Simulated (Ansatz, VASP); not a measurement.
# One calculation of Ta4TeI, two programs

```
CELL_PARAMETERS angstrom
0.00000 4.01308 4.01308
4.01308 0.00000 4.01308
4.01308 4.01308 0.00000
ATOMIC_POSITIONS crystal
Ta 0.87370 0.37543 0.37543
Ta 0.37543 0.37543 0.37543
Ta 0.37543 0.87370 0.37543
Ta 0.37543 0.37543 0.87370
Te 0.00000 0.00000 0.00000
I 0.75000 0.75000 0.75000
```

Change from the starting cell: species swapped into the CeSmFe4 type (F-43m, No. 216).

Alike in both runs: functional PBE; k mesh 8 × 8 × 8; occupations gaussian, width 0.1 eV; no spin polarisation.

Ansatz relaxed the structure, and its values are those at the end. VASP's run is a single point on that final structure, the one shown.

```csv
,VASP,Ansatz
version,VASP 6.6.1,Ansatz 0.2.0
potentials or method,"VASP PAW PBE potentials, release 64 (Ta_pv, Te, I), cutoff 520 eV","scalar-relativistic, plane waves, PAW"
valence electrons in the cell,57,85
```

```csv
,VASP,Ansatz,Ansatz less VASP
gap on the k mesh at the Fermi level (eV),none,none,-
pressure (GPa),0.0,0.0,0.00
```

A gap of «none» marks a metal or a gap that the smearing closes. VASP's potentials hold 57 valence electrons a cell and Ansatz's 85, so a difference there can come from the potentials and not from the codes.

Spin-orbit coupling is off throughout.
